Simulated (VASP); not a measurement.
Crystal: KI.

```
CELL_PARAMETERS angstrom
6.03945 0.00000 0.00000
-3.01973 5.23032 0.00000
0.00000 0.00000 7.03912
ATOMIC_POSITIONS crystal
K 0.33333 0.66667 0.93750
K 0.66667 0.33333 0.43750
I 0.33333 0.66667 0.43750
I 0.66667 0.33333 0.93750
```

Base run:

| Item | Value |
| --- | --- |
| Program | VASP 6.6.1 |
| Functional | r2SCAN |
| Potentials or basis | VASP PAW PBE potentials, release 64 (K_sv, I) |
| Cutoff | 520 eV |
| k mesh | 6 × 6 × 4 |
| Occupations | gaussian, width 0.01 eV |
| Spin | no spin polarisation |

Its results: band gap on the k mesh 4.35 eV; pressure 0.0 GPa.

Problem. After a change of settings the same cell gave: band gap on the k mesh 3.49 eV; pressure -1.0 GPa. Which change was it?
A. functional from r2SCAN to PBE; occupations from gaussian, width 0.01 eV to fermi-dirac, width 0.02 eV
B. occupations from gaussian, width 0.01 eV to fermi-dirac, width 0.02 eV
C. functional from r2SCAN to LDA; potentials or basis from VASP PAW PBE potentials, release 64 (K_sv, I) to VASP PAW LDA potentials, release 64 (K_sv, I)

Solution. C.

Caveats: the structure was generated, so it needn't be the stable form of KI; spin-orbit coupling is left out, which moves the levels of the heavy elements; the PAW data sets were made with another functional, which shifts forces and pressure a little (at least some runs).
